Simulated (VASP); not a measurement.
# ZnSe (F-43m) in VASP: dielectric tensor with PBE

Aim: the dielectric tensor of ZnSe with PBE.

Everything below comes from runs of VASP 6.6.1. Logs are shortened: lines on timing, memory, paths and dates and some standing lists are left out, and cuts for length are marked.

### 1 The cell of the first run

It takes space group F-43m (No. 216, cubic). Conventional cell: a = 5.668 Å, b = 5.668 Å, c = 5.668 Å, α = 90.00°, β = 90.00°, γ = 90.00°. Zn (site symmetry -43m) has 4 Se at 2.45 Å within 3.2 Å. Within 3.2 Å of Se (site symmetry -43m) lie 4 Zn at 2.45 Å.

### 2 Dielectric tensor, PBE

Input file INCAR:

```
SYSTEM = ZnSe
ALGO = Normal
EDIFF = 1E-8
ENCUT = 520
GGA = PE
ISIF = 2
ISMEAR = 0
LASPH = .True.
LCHARG = .False.
LEPSILON = .True.
LREAL = .False.
LWAVE = .False.
NELM = 60
PREC = Accurate
SIGMA = 0.01
```

Input file KPOINTS:

```
k-points
0
Gamma
  8 8 8
  0 0 0
```

Input file POSCAR:

```
ZnSe
1.0
    0.0000000000      2.8338000000      2.8338000000
    2.8338000000      0.0000000000      2.8338000000
    2.8338000000      2.8338000000      0.0000000000
Zn Se
1 1
Direct
    0.0000000000      0.0000000000      0.0000000000
    0.2500000000      0.2500000000      0.2500000000
```

Potentials or basis: VASP PAW PBE potentials, release 64 (Zn, Se).

Command:

```
> cat potpaw_PBE.64/Zn/POTCAR potpaw_PBE.64/Se/POTCAR > POTCAR
> mpirun -np 1 vasp_std > vasp.out
```

OUTCAR:

```text
SYSTEM = ZnSe
   EDIFF = 1E-8
   ENCUT = 520
   GGA = PE
   ISIF = 2
   ISMEAR = 0
   LASPH = .True.
   LEPSILON = .True.
   LREAL = .False.
   NELM = 60
   PREC = Accurate

 ion  position               nearest neighbor table
   1  0.000  0.000  0.000-   2 2.45   2 2.45   2 2.45   2 2.45
   2  0.250  0.250  0.250-   1 2.45   1 2.45   1 2.45   1 2.45

  LATTYP: Found a face centered cubic cell.
 ALAT       =     5.6676000000

  Lattice vectors:

 A1 = (   0.0000000000,   2.8338000000,   2.8338000000)
 A2 = (   2.8338000000,   0.0000000000,   2.8338000000)
 A3 = (   2.8338000000,   2.8338000000,   0.0000000000)

Analysis of symmetry for initial positions (statically):
=====================================================================
 Subroutine PRICEL returns:
 Original cell was already a primitive cell.

 Routine SETGRP: Setting up the symmetry group for a
 face centered cubic supercell.

 Subroutine GETGRP returns: Found 24 space group operations
 (whereof 24 operations were pure point group operations)
 out of a pool of 48 trial point group operations.

The static configuration has the point symmetry T_d .

Analysis of symmetry for dynamics (positions and initial velocities):
=====================================================================
 Subroutine PRICEL returns:
 Original cell was already a primitive cell.

 Routine SETGRP: Setting up the symmetry group for a
 face centered cubic supercell.

 Subroutine GETGRP returns: Found 24 space group operations
 (whereof 24 operations were pure point group operations)
 out of a pool of 48 trial point group operations.

The dynamic configuration has the point symmetry T_d .

 Subroutine INISYM returns: Found 24 space group operations
 (whereof 24 operations are pure point group operations),
 and found     1 'primitive' translations

----------------------------------------------------------------------------------------

                                     Primitive cell

  volume of cell :      45.5132

  direct lattice vectors                    reciprocal lattice vectors
     0.000000000  2.833800000  2.833800000    -0.176441527  0.176441527  0.176441527
     2.833800000  0.000000000  2.833800000     0.176441527 -0.176441527  0.176441527
     2.833800000  2.833800000  0.000000000     0.176441527  0.176441527 -0.176441527

  length of vectors
     4.007598393  4.007598393  4.007598393     0.305605690  0.305605690  0.305605690

  position of ions in fractional coordinates (direct lattice)
     0.000000000  0.000000000  0.000000000
     0.250000000  0.250000000  0.250000000

  ion indices of the primitive-cell ions
   primitive index   ion index
                 1           1
                 2           2

----------------------------------------------------------------------------------------

 KPOINTS: k-points

Automatic generation of k-mesh.
 Grid dimensions read from file:
 generate k-points for:    8    8    8

 Generating k-lattice:

  Cartesian coordinates                     Fractional coordinates (reciprocal lattice)
    -0.022055191  0.022055191  0.022055191     0.125000000  0.000000000  0.000000000
     0.022055191 -0.022055191  0.022055191     0.000000000  0.125000000  0.000000000
     0.022055191  0.022055191 -0.022055191     0.000000000  0.000000000  0.125000000

  Length of vectors
     0.038200711  0.038200711  0.038200711

  Shift w.r.t. Gamma in fractional coordinates (k-lattice)
     0.000000000  0.000000000  0.000000000

 Subroutine IBZKPT returns following result:
 ===========================================

 Found     29 irreducible k-points:

 Following reciprocal coordinates:
            Coordinates               Weight
  0.000000  0.000000  0.000000      1.000000
[... 76 lines left out ...]
  volume of cell :       45.51
 maximum number of plane-waves:      1243
 NGX is ok and might be reduce to    30
   NGX = 15   NGY = 15   NGZ = 15

--------------------------------------- Ionic step        1  -------------------------------------------

 number of electron      18.0000012 magnetization

 E-fermi :   1.7081     XC(G=0):  -9.3216

 val. band max:        1.6131896782   @ k =   0.0000   0.0000   0.0000
 cond. band min:       2.9035205227   @ k =   0.0000   0.0000   0.0000
 fundamental gap:      1.2903308445
 Fermi energy:         1.7080572067

 k-point     1 :       0.0000    0.0000    0.0000
  band No.  band energies     occupation
      1     -11.6459      2.00000
      2      -4.9327      2.00000
      3      -4.9327      2.00000
      4      -4.9327      2.00000
      5      -4.5629      2.00000
      6      -4.5629      2.00000
      7       1.6132      2.00000
      8       1.6132      2.00000
      9       1.6132      2.00000
     10       2.9035      0.00000
     11       7.4137      0.00000
     12       7.4137      0.00000
     13       7.4137      0.00000
[... 354 lines left out ...]
  band No.  band energies     occupation
      1     -10.7252      2.00000
      2      -4.8292      2.00000
      3      -4.7920      2.00000
      4      -4.5948      2.00000
      5      -4.5559      2.00000
      6      -4.3538      2.00000
      7      -3.2799      2.00000
      8      -0.7960      2.00000
      9       0.1489      2.00000
     10       5.8416      0.00000
     11       7.1614      0.00000
     12       9.0224      0.00000
     13      10.2839      0.00000

 [... further k-points ...]

  FORCE on cell =-STRESS in cart. coord.  units (eV):
  Direction    XX          YY          ZZ          XY          YZ          ZX
  --------------------------------------------------------------------------------------
  -------------------------------------------------------------------------------------
  Total        0.6669150      0.6669150      0.6669150      0.0000000      0.0000000      0.0000000
  in kB       23.4770468     23.4770468     23.4770468      0.0000000      0.0000000      0.0000000
  external PRESSURE =      23.4770468 kB  Pullay stress =       0.0000000 kB

 VOLUME and BASIS-vectors are now :
 -----------------------------------------------------------------------------
  energy-cutoff  :      520.00
  volume of cell :       45.51
      direct lattice vectors                 reciprocal lattice vectors
     0.000000000  2.833800000  2.833800000    -0.176441527  0.176441527  0.176441527
     2.833800000  0.000000000  2.833800000     0.176441527 -0.176441527  0.176441527
     2.833800000  2.833800000  0.000000000     0.176441527  0.176441527 -0.176441527

 POSITION                                       TOTAL-FORCE (eV/Angst)
 -----------------------------------------------------------------------------------
      0.00000      0.00000      0.00000         0.000000     -0.000000     -0.000000
      1.41690      1.41690      1.41690        -0.000000      0.000000      0.000000
 -----------------------------------------------------------------------------------
    total drift:                               -0.000001     -0.000001     -0.000001

  FREE ENERGIE OF THE ION-ELECTRON SYSTEM (eV)
  ---------------------------------------------------
  free  energy   TOTEN  =        -6.0201177707 eV

  energy  without entropy=       -6.0201177707  energy(sigma->0) =       -6.02011777

 HEAD OF MICROSCOPIC STATIC DIELECTRIC TENSOR (INDEPENDENT PARTICLE, excluding Hartree and local field effects)
 ------------------------------------------------------
           8.151131     0.000000    -0.000000
           0.000000     8.151131     0.000000
           0.000000     0.000000     8.151131
 ------------------------------------------------------

 Free energy of the ion-electron system (eV)
  ---------------------------------------------------
  ---------------------------------------------------
  free energy    TOTEN  =        -0.92445194 eV

  energy without entropy =       -0.92445194

------------------------ aborting loop because EDIFF is reached ----------------------------------------

--------------------------------------- Ionic step        2  -------------------------------------------

------------------------ aborting loop because EDIFF is reached ----------------------------------------

--------------------------------------- Ionic step        3  -------------------------------------------

 Free energy of the ion-electron system (eV)
  ---------------------------------------------------
  ---------------------------------------------------
  free energy    TOTEN  =        -0.92445200 eV

  energy without entropy =       -0.92445200

------------------------ aborting loop because EDIFF is reached ----------------------------------------

 PIEZOELECTRIC TENSOR FIELD DIRECTION 3  (e Angst)
 -----------------------------------------------------------------------------
    -0.00042 -2.01647  0.00000           (  0.00000  0.03506  0.00000)
    -2.01647 -0.00042  0.00000           (  0.03506  0.00000  0.00000)
     0.00000  0.00000 -0.00093           (  0.00000  0.00000 -0.00000)

 PIEZOELECTRIC TENSOR FIELD DIRECTION 3  (C/m^2)
 -----------------------------------------------------------------------------
    -0.00015 -0.70985  0.00000
    -0.70985 -0.00015  0.00000
     0.00000  0.00000 -0.00033

 MACROSCOPIC STATIC DIELECTRIC TENSOR (including local field effects in DFT)
 ------------------------------------------------------
           7.778431     0.000000     0.000000
           0.000000     7.778431     0.000000
          -0.000000     0.000000     7.778431
 ------------------------------------------------------

 PIEZOELECTRIC TENSOR (including local field effects)  for field in x, y, z        (e  Angst)
          XX          YY          ZZ          XY          YZ          ZX
  --------------------------------------------------------------------------------
  x     0.00000    -0.00000     0.00000     0.00000    -2.03229    -0.00000
  y     0.00000    -0.00000     0.00000     0.00000    -0.00000    -2.03229
  z    -0.00000     0.00000     0.00000    -2.03229     0.00000     0.00000

 PIEZOELECTRIC TENSOR (including local field effects)  for field in x, y, z        (C/m^2)
          XX          YY          ZZ          XY          YZ          ZX
  --------------------------------------------------------------------------------
  x     0.00000    -0.00000     0.00000     0.00000    -0.71542    -0.00000
  y     0.00000    -0.00000     0.00000     0.00000    -0.00000    -0.71542
  z    -0.00000     0.00000     0.00000    -0.71542     0.00000     0.00000

 BORN EFFECTIVE CHARGES (including local field effects) (in |e|, cummulative output)
 ---------------------------------------------------------------------------------
 ion    1
    1     2.08653     0.00000    -0.00000
    2     0.00000     2.08653     0.00000
    3     0.00000     0.00000     2.08653
 ion    2
    1    -2.08653    -0.00000     0.00000
    2    -0.00000    -2.08653     0.00000
    3    -0.00000     0.00000    -2.08653
```

Run time: 6.1 min. Hardware: 1 thread of Intel Xeon 8259CL, shared host; peak memory 0.3 GiB.

Results:

```yaml
Band_gap_on_the_k_mesh: 1.29 eV
Electronic_dielectric_tensor_diagonal: 7.78
Born_charges_mean_of_the_diagonal: Zn +2.09; Se -2.09 e
```

Electronic dielectric tensor:
```
7.78 0.00 0.00
0.00 7.78 0.00
0.00 0.00 7.78
```

Born effective charge tensors (e):
atom 1, Zn
```
2.09 0.00 0.00
0.00 2.09 0.00
0.00 0.00 2.09
```
atom 2, Se
```
-2.09  0.00  0.00
 0.00 -2.09  0.00
 0.00  0.00 -2.09
```
